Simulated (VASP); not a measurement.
Mo: single point with PBEsol

Crystal: Mo.

```
Mo
1.0
     2.73551    0.00000    0.00000
    -1.36776    2.36902    0.00000
     0.00000    0.00000    2.55518
Mo
1
Direct
  0.00000 0.00000 0.50000
```

```
Program             : VASP 6.6.1
Task                : single point
Functional          : PBEsol
Potentials or basis : VASP PAW PBE potentials, release 64 (Mo_sv)
Cutoff              : 500 eV
k mesh              : 9 × 9 × 8
Occupations         : gaussian, width 0.1 eV
Spin                : no spin polarisation
```

The pressure is -2.9 GPa. The band gap on the k mesh is zero (band 7 reaches 12.21 eV, above the bottom of band 8 at 10.57 eV).

Stress tensor (GPa, compression positive):
```
-2.61  0.00  0.00
 0.00 -2.61  0.00
 0.00  0.00 -3.54
```

Levels at points of the mesh, in eV from the Fermi level:
```tsv
k point	band 3	band 4	band 5	band 6	band 7	band 8	band 9	band 10	band 11	band 12
(0.00, 0.00, 0.00)	-34.20	-34.20	-6.80	-4.33	-0.85	-0.85	4.13	4.13	13.06	15.77
(0.00, 0.00, 0.50)	-34.04	-34.04	-3.69	-0.02	-0.02	0.01	0.80	0.80	10.07	16.18
```

It took 4.3 s on 1 thread of Intel(R) Xeon(R) Platinum 8481C CPU @ 2.70GHz (Sapphire Rapids), with other jobs on the host, peak memory 0.13 GiB.

Caveat: the PAW data sets were made with another functional, which shifts forces and pressure a little.
